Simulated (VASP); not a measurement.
Set up this calculation in VASP 6.6.1, as the native input.

```yaml
Task: relaxation of cell and atoms
Functional: PBE
Potentials_or_basis: VASP PAW PBE potentials, release 64 (Ga_d, N)
Cutoff: 600 eV
k_mesh: 17 × 17 × 17
Occupations: fermi-dirac, width 0.05 eV
Spin: no spin polarisation
Dipole_correction: no
Further_INCAR_settings: ALGO = Normal; EDIFF = 1e-06; IBRION = 2; EDIFFG = -0.005; NSW = 60; ISIF = 3
```

The structure of GaN (zincblende type) lies in POSCAR:

```
GaN
1.0
    0.0000000000      2.1670925389      2.1670925389
    2.1670925389      0.0000000000      2.1670925389
    2.1670925389      2.1670925389      0.0000000000
Ga N
1 1
Direct
    0.0000000000      0.0000000000      0.0000000000
    0.2500000000      0.2500000000      0.2500000000
```

One way to write it, as run:

INCAR

```
SYSTEM = GaN
PREC = Accurate
ENCUT = 600
EDIFF = 1E-6
ISMEAR = -1
SIGMA = 0.05
LREAL = .FALSE.
LASPH = .TRUE.
NELM = 80
ALGO = Normal
ISIF = 3
LWAVE = .FALSE.
LCHARG = .FALSE.
GGA = PE
IBRION = 2
NSW = 60
EDIFFG = -0.005
```

KPOINTS

```
regular mesh
0
G
  17 17 17
  0 0 0
```

Potentials or basis: VASP PAW PBE potentials, release 64 (Ga_d, N).

Launch:

```sh
$ cat potpaw_PBE.64/Ga_d/POTCAR potpaw_PBE.64/N/POTCAR > POTCAR
$ mpirun -np 1 vasp_std > vasp.out
```

It gave:

| Property | Result |
| --- | --- |
| Relaxed volume | 11.77 Å³/atom |
| Relaxed cell | a = 3.217 Å, b = 3.217 Å, c = 3.217 Å, α = 60.00°, β = 60.00°, γ = 60.00° |
| Space group after relaxing (to 0.05 Å) | F-43m (No. 216) |
| Energy gained by relaxing | 147.5 meV/atom |
| Ionic steps | 4 |
| Pressure after relaxing | 0.0 GPa |
| Band gap on the k mesh | 1.54 eV, direct |

Caveat: the volume moved by over 15 % at a fixed basis, so the end points are rough.

Run time: 64 s on 1 thread of Intel Xeon 6975P-C, on a shared host, peak memory 0.19 GiB.
